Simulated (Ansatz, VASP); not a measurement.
## BaS: VASP beside Ansatz

INCAR

```
PREC = Accurate
ENCUT = 520
EDIFF = 1E-6
ISMEAR = -1
SIGMA = 0.01
LREAL = False
LASPH = True
NELM = 100
ALGO = Normal
ISIF = 2
LWAVE = False
LCHARG = True
GGA = CA
LELF = True
LVHAR = True
NBANDS = 15
```

KPOINTS

```
regular mesh
0
Gamma
  7 7 7
```

Contents of POSCAR:

```
BaS
1.0
    0.0000000000      3.2357778460      3.2357778460
    3.2357778460      0.0000000000      3.2357778460
    3.2357778460      3.2357778460      0.0000000000
Ba S
1 1
Direct
    0.0000000000      0.0000000000      0.0000000000
    0.5000000000      0.5000000000      0.5000000000
```

Input for Ansatz:

```yaml
crystal:
  lattice:
    - [0.0, 3.235777846, 3.235777846]
    - [3.235777846, 0.0, 3.235777846]
    - [3.235777846, 3.235777846, 0.0]
  atoms:
    - { symbol: Ba, position: [0.0, 0.0, 0.0] }
    - { symbol: S, position: [0.5, 0.5, 0.5] }
kpoints:
  mp_grid: { grid: [7, 7, 7] }
  band_path:
    path:
      - [0.0, 0.0, 0.0]
      - [0.5, 0.0, 0.5]
      - [0.625, 0.25, 0.625]
      - [0.375, 0.375, 0.75]
      - [0.0, 0.0, 0.0]
      - [0.5, 0.5, 0.5]
      - [0.5, 0.25, 0.75]
      - [0.5, 0.0, 0.5]
    npoints: 5
scf:
  occupations: { method: fermi_dirac, width: 0.01 }
hamiltonian:
  xc: lda
  pseudopotentials: { kind: all_electron, lapw: { basis_error: 0.00025 } }
output:
  forces: true
  stress: true
  eigenvalues: true
```

Change from the starting cell: volume scaled by 1.04.

Alike in both runs: task single point; functional LDA; k mesh 7 × 7 × 7; occupations fermi-dirac, width 0.01 eV; no spin polarisation.

|  | VASP | Ansatz |
| --- | --- | --- |
| version | VASP 6.6.1 | Ansatz 0.2.0 |
| potentials or method | VASP PAW LDA potentials, release 64 (Ba_sv, S), cutoff 520 eV | all-electron LAPW, scalar-relativistic |

Ansatz gave:

| Property | Result |
| --- | --- |
| gap on the k mesh at the Fermi level (eV) | 2.12 |
| pressure (GPa) | -3.9 |

Q: Estimate VASP's values.

A: gap on the k mesh at the Fermi level (eV): 2.03; pressure (GPa): -3.3.

LDA's correlation is that of Perdew and Zunger in VASP and of Perdew and Wang (1992) in Ansatz. Ansatz ran all-electron here, and VASP with PAW potentials.

Neither program's run includes spin-orbit coupling.
